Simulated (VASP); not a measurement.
Here is a VASP 6.6.1 calculation.

File INCAR:

```
PREC = Accurate
ENCUT = 600
EDIFF = 1E-6
ISMEAR = 0
SIGMA = 0.1
LREAL = False
LASPH = True
NELM = 120
ALGO = Normal
ISIF = 2
LWAVE = False
LCHARG = False
GGA = CA
NBANDS = 16
GGA_COMPAT = False
```

File KPOINTS:

```
Automatic mesh
0
Gamma
  8 8 8
```

Contents of POSCAR:

```
GaN
1.0
    0.0000000000      2.2500000000      2.2500000000
    2.2500000000      0.0000000000      2.2500000000
    2.2500000000      2.2500000000      0.0000000000
Ga N
1 1
Direct
    0.0000000000      0.0000000000      0.0000000000
    0.2500000000      0.2500000000      0.2500000000
```

Potentials or basis: VASP PAW LDA potentials, release 64 (Ga_d, N).

Launch:

```bash
$ cat potpaw_LDA.64/Ga_d/POTCAR potpaw_LDA.64/N/POTCAR > POTCAR
$ mpirun -np 1 vasp_std > vasp.out
```

**Question.** What does it give for the pressure?

**Answer.** -4.8 GPa.

**Question.** Estimate the band gap on the k mesh.

**Answer.** 1.78 eV, direct.
